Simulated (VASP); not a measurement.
Wanted: the native input for a VASP 6.6.1 run.

- Task: single point
- Functional: PBEsol
- Potentials or basis: VASP PAW PBE potentials, release 64 (Pd)
- Cutoff: 520 eV
- k mesh: 20 × 20 × 20
- Occupations: gaussian, width 0.15 eV
- Spin: no spin polarisation
- Dipole correction: no
- Further INCAR settings: ALGO = Normal; EDIFF = 1e-06; NBANDS = 11

The structure of Pd lies in POSCAR:

```
Pd
1.0
    0.0000000000      1.8962775000      1.8476550000
    1.8962775000      0.0000000000      1.8476550000
    1.8962775000      1.8962775000      0.0000000000
Pd
1
Direct
    0.0000000000      0.0000000000      0.0000000000
```

This cell differs from its parent crystal: strain -0.025 along x and y, -0.050 along z.

One way to write it, as run:

INCAR

```
ALGO = Normal ; EDIFF = 1E-6
ENCUT = 520 ; GGA = PS
ISIF = 2 ; ISMEAR = 0
LASPH = True ; LCHARG = False
LREAL = False ; LWAVE = False
NBANDS = 11 ; NELM = 100
PREC = Accurate ; SIGMA = 0.15
```

KPOINTS

```
k-points
0
Gamma
  20 20 20
```

Potentials or basis: VASP PAW PBE potentials, release 64 (Pd).

The run is started by

```console
$ cat potpaw_PBE.64/Pd/POTCAR > POTCAR
$ mpirun -np 1 vasp_std > vasp.out
```

Results of the run:

| Item | Value |
| --- | --- |
| Pressure | 23.3 GPa |
| Band gap on the k mesh | zero (band 5 reaches 11.95 eV, above the bottom of band 6 at 9.99 eV) |

Caveat: the cell differs from its parent crystal (strain -0.025 along x and y, -0.050 along z); the PAW data sets were made with another functional, which shifts forces and pressure a little.

It took 33 s on 1 thread of Intel(R) Xeon(R) Platinum 8488C (Sapphire Rapids) (shared host), peak memory 0.2 GiB.
